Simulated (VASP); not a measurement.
A run of VASP 6.6.1 is set up as follows.

Contents of INCAR:

```
PREC = Accurate ; ENCUT = 520
EDIFF = 1E-6 ; ISMEAR = 0
SIGMA = 0.02 ; LREAL = F
LASPH = T ; NELM = 60
ALGO = Normal ; ISIF = 2
LWAVE = F ; LCHARG = F
GGA = CA ; NBANDS = 28
```

File KPOINTS:

```
regular mesh
0
Gamma
  8 6 6
```

Contents of POSCAR:

```
SnO
1.0
    3.3456675442      0.0000000000      0.0000000000
    0.0000000000      5.7118506765      0.0000000000
    0.0000000000      0.0000000000      3.9213719742
Sn O
2 2
Direct
    0.0000000000      0.2347372350      0.5269391839
    0.5000000000      0.7652627650      0.0269391839
    0.0000000000      0.8833580930      0.7230618161
    0.5000000000      0.1166419070      0.2230618161
```

Potentials or basis: VASP PAW LDA potentials, release 64 (Sn_d, O).

Run with:

```console
$ cat potpaw_LDA.64/Sn_d/POTCAR potpaw_LDA.64/O/POTCAR > POTCAR
$ mpirun -np 1 vasp_std > vasp.out
```

Q: What does it give for the largest force?

A: 0.534 eV/Å.

Q: What does it give for the band gap on the k mesh?

A: 1.26 eV, indirect (least direct gap 1.87 eV).

Q: What does it give for the pressure?

A: -4.2 GPa.

Forces in eV/Å, atoms in the order of the input:
```
Sn   0.000 -0.508 -0.164
Sn   0.000  0.508 -0.164
O    0.000  0.132  0.164
O    0.000 -0.132  0.164
```

Caveat: spin-orbit coupling is left out, which moves the levels of the heavy elements. As with any semilocal functional, this LDA gap is likely too small.
